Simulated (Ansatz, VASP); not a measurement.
Two plane-wave programs on Mo

Contents of INCAR:

```
SYSTEM = Mo
PREC = Accurate
ENCUT = 520
EDIFF = 1E-7
ISMEAR = -1
SIGMA = 0.08
LREAL = .False.
LASPH = .True.
NELM = 100
ALGO = Normal
ISIF = 2
LWAVE = .False.
LCHARG = .False.
LDIPOL = .True.
IDIPOL = 3
DIPOL = 0.5 0.5 0.500
NBANDS = 43
```

Contents of KPOINTS:

```
regular mesh
0
Gamma
  11 11 1
  0 0 0
```

File POSCAR:

```
Mo
1.0
    3.1112033377      0.0000000000      0.0000000000
    0.0000000000      3.1112033377      0.0000000000
    0.0000000000      0.0000000000     22.2224000000
Mo
5
Direct
    0.0000000000      0.0000000000      0.3599969700
    0.5000000000      0.5000000000      0.4299984848
    0.0000000000      0.0000000000      0.5000000000
    0.5000000000      0.5000000000      0.5700015152
    0.0000000000      0.0000000000      0.6400030300
```

Input for Ansatz:

```yaml
crystal:
  lattice:
    - [3.1112033377, 0.0, 0.0]
    - [0.0, 3.1112033377, 0.0]
    - [0.0, 0.0, 22.2224]
  atoms:
    - { symbol: Mo, position: [0.0, 0.0, 0.35999697] }
    - { symbol: Mo, position: [0.5, 0.5, 0.4299984848] }
    - { symbol: Mo, position: [0.0, 0.0, 0.5] }
    - { symbol: Mo, position: [0.5, 0.5, 0.5700015152] }
    - { symbol: Mo, position: [0.0, 0.0, 0.64000303] }
kpoints:
  mp_grid: { grid: [11, 11, 1] }
scf:
  occupations: { method: fermi_dirac, width: 0.08 }
hamiltonian:
  xc: lda
  pseudopotentials: { kind: paw }
output:
  forces: true
  stress: true
  eigenvalues: true
  populations: true
efield:
  axis: 3
  amplitude: 0
  dipole_correction: true
```

Alike in both runs: task single point; functional LDA; k mesh 11 × 11 × 1; occupations fermi-dirac, width 0.08 eV; no spin polarisation.

|  | VASP | Ansatz |
| --- | --- | --- |
| version | VASP 6.6.1 | Ansatz 0.2.0 |
| potentials or method | VASP PAW LDA potentials, release 64 (Mo_sv) | PAW with Ansatz's default frozen-core files, scalar-relativistic |
| plane-wave cutoff (eV) | 520 | 420 |
| valence electrons in the cell | 70 | 70 |

VASP gave:

```
rms of the force components (eV/Å) : 0.725
```

Q: What did Ansatz give for the same quantities?

A: rms of the force components (eV/Å): 0.741.

LDA's correlation is that of Perdew and Zunger in VASP and of Perdew and Wang (1992) in Ansatz. Atom by atom the forces differ by 0.024 eV/Å (rms over components).
